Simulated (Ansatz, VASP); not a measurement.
**CuI in VASP and in Ansatz**

Contents of INCAR:

```
PREC = Accurate
ENCUT = 520
EDIFF = 1E-6
ISMEAR = 0
SIGMA = 0.01
LREAL = False
LASPH = True
NELM = 100
ALGO = Normal
ISIF = 2
LWAVE = False
LCHARG = True
LELF = True
LVHAR = True
NBANDS = 16
```

The input KPOINTS:

```
regular mesh
0
Gamma
  6 6 6
```

Contents of POSCAR:

```
CuI
1.0
    0.0000000000      3.0315000000      3.0315000000
    3.0315000000      0.0000000000      3.0315000000
    3.0315000000      3.0315000000      0.0000000000
Cu I
1 1
Direct
    0.2500000000      0.2500000000      0.2500000000
    0.0000000000      0.0000000000      0.0000000000
```

Input for Ansatz:

```yaml
crystal:
  lattice:
    - [0.0, 3.0315, 3.0315]
    - [3.0315, 0.0, 3.0315]
    - [3.0315, 3.0315, 0.0]
  atoms:
    - { symbol: Cu, position: [0.25, 0.25, 0.25] }
    - { symbol: I, position: [0.0, 0.0, 0.0] }
kpoints:
  mp_grid:
    grid: [6, 6, 6]
    shift: [0.0, 0.0, 0.0]
hamiltonian:
  xc: lda
scf:
  occupations:
    method: fixed
output:
  eigenvalues: true
```

Alike in both runs: task single point; functional LDA; k mesh 6 × 6 × 6; no spin polarisation.

|  | VASP | Ansatz |
| --- | --- | --- |
| version | VASP 6.6.1 | Ansatz 0.2.0 |
| potentials or method | VASP PAW LDA potentials, release 64 (Cu, I) | plane waves, PAW |
| plane-wave cutoff (eV) | 520 | 420 |
| occupations | gaussian, width 0.01 eV | fixed |
| valence electrons in the cell | 18 | 36 |

|  | VASP | Ansatz | Ansatz less VASP |
| --- | --- | --- | --- |
| gap on the k mesh at the Fermi level (eV) | 1.00 | 0.94 | -0.059 |

LDA's correlation is that of Perdew and Zunger in VASP and of Perdew and Wang (1992) in Ansatz. VASP's potentials hold 18 valence electrons a cell and Ansatz's 36, so a difference there can come from the potentials and not from the codes.

Spin-orbit coupling is off throughout.
